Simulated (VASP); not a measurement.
Input of a VASP 6.6.1 run:

File INCAR:

```
ALGO     = Normal         # electronic algorithm
EDIFF    = 1E-7           # SCF threshold, eV
ENCUT    = 520            # plane-wave cutoff, eV
GGA      = PE             # functional
ISIF     = 2              # what is computed and relaxed
ISMEAR   = 0              # smearing method
LASPH    = True           # aspherical terms in the spheres
LCHARG   = False          # write CHGCAR
LREAL    = False          # projectors in reciprocal space
LWAVE    = False          # write WAVECAR
NBANDS   = 24             # bands
NELM     = 100            # most SCF steps
PREC     = Accurate       # precision mode
SIGMA    = 0.1            # smearing width, eV
```

The input KPOINTS:

```
k-points
0
Gamma
  8 8 8
```

POSCAR

```
ScSi5
1.0
    5.1436255129      0.0000000000      0.0000000000
    0.0000000000      5.1436255129      0.0000000000
    0.0000000000      0.0000000000      5.1575659519
Sc Si
1 5
Direct
    0.5000000000      0.5000000000      0.5000000000
    0.0000000000      0.2785644002      0.6425021733
    0.2785644002      0.0000000000      0.3574978267
    0.7214355998      0.0000000000      0.3574978267
    0.0000000000      0.7214355998      0.6425021733
    0.0000000000      0.0000000000      0.0000000000
```

Potentials or basis: VASP PAW PBE potentials, release 64 (Sc_sv, Si).

Launch:

```sh
$ cat potpaw_PBE.64/Sc_sv/POTCAR potpaw_PBE.64/Si/POTCAR > POTCAR
$ mpirun -np 1 vasp_std > vasp.out
```

Question: Predict the pressure.

Answer: 0.0 GPa.

Question: What does it give for the largest force?

Answer: 0.006 eV/Å.

Forces on the atoms (eV/Å):
```
Sc   0.000  0.000  0.000
Si   0.000 -0.006  0.002
Si  -0.006  0.000 -0.002
Si   0.006  0.000 -0.002
Si   0.000  0.006  0.002
Si   0.000  0.000  0.000
```
